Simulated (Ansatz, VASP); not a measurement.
## Two plane-wave programs on CuO

```
Cu O
1.0
    -2.94410    2.94410    2.94410
     2.94410   -2.94410    2.94410
     2.94410    2.94410   -2.94410
Cu O
4 4
Direct
  0.25000 0.25000 0.25000
  0.50000 0.00000 0.25000
  0.00000 0.25000 0.50000
  0.25000 0.50000 0.00000
  0.75000 0.75000 0.75000
  0.50000 0.00000 0.75000
  0.00000 0.75000 0.50000
  0.75000 0.50000 0.00000
```

Alike in both runs: task relaxation of cell and atoms; functional PBE; k mesh 4 × 4 × 4; occupations gaussian, width 0.1 eV; collinear spin.

|  | VASP | Ansatz |
| --- | --- | --- |
| version | VASP 6.6.1 | Ansatz 0.2.0 |
| potentials or method | VASP PAW PBE potentials, release 64 (Cu, O), cutoff 600 eV | scalar-relativistic, plane waves, PAW |
| valence electrons in the cell | 68 | 100 |

|  | VASP | Ansatz | Ansatz less VASP |
| --- | --- | --- | --- |
| gap on the k mesh at the Fermi level, each at its own relaxed structure (eV) | 0.31 | 0.31 | +0.001 |
| net moment per atom (μB) | 0.00 | 0.00 | 0.000 |
| relaxed volume (Å³/atom) | 13.70 | 13.62 | -0.085 |
| relaxed length of the cell vector where the two differ most in proportion (Å) | 5.222 | 5.211 | -0.0108 |

VASP's potentials hold 68 valence electrons a cell and Ansatz's 100, so a difference there can come from the potentials and not from the codes. Ansatz's warnings: seeded moment not kept.
